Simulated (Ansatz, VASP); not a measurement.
# One calculation of Yb, two programs

File INCAR:

```
PREC = Accurate
ENCUT = 520
EDIFF = 1E-7
ISMEAR = -1
SIGMA = 0.05
LREAL = False
LASPH = True
NELM = 80
ALGO = Normal
ISIF = 2
LWAVE = False
LCHARG = False
GGA = PE
NBANDS = 18
```

The input KPOINTS:

```
regular mesh
0
Gamma
  13 13 13
```

Contents of POSCAR:

```
Yb
1.0
    0.0000000000      2.5584252375      2.5584252375
    2.5584252375      0.0000000000      2.5584252375
    2.5584252375      2.5584252375      0.0000000000
Yb
1
Direct
    0.0000000000      0.0000000000      0.0000000000
```

Input for Ansatz:

```yaml
crystal:
  lattice:
    - [0.0, 2.5584252375, 2.5584252375]
    - [2.5584252375, 0.0, 2.5584252375]
    - [2.5584252375, 2.5584252375, 0.0]
  atoms:
    - { symbol: Yb, position: [0.0, 0.0, 0.0] }
kpoints:
  mp_grid: { grid: [13, 13, 13] }
scf:
  occupations: { method: fermi_dirac, width: 0.05 }
hamiltonian:
  xc: pbe
  pseudopotentials: { kind: all_electron, lapw: { basis_error: 0.00025 } }
output:
  forces: true
  stress: true
  eigenvalues: true
```

Change from the starting cell: volume scaled by 0.9405.

Alike in both runs: task single point; functional PBE; k mesh 13 × 13 × 13; occupations fermi-dirac, width 0.05 eV; no spin polarisation.

```csv
,VASP,Ansatz
version,VASP 6.6.1,Ansatz 0.2.0
potentials or method,"VASP PAW PBE potentials, release 64 (Yb), cutoff 520 eV","all-electron LAPW, scalar-relativistic"
```

```tsv
	VASP	Ansatz	Ansatz less VASP
pressure (GPa)	1.1	1.3	+0.27
```

Ansatz ran all-electron here, and VASP with PAW potentials.

Neither program's run includes spin-orbit coupling.
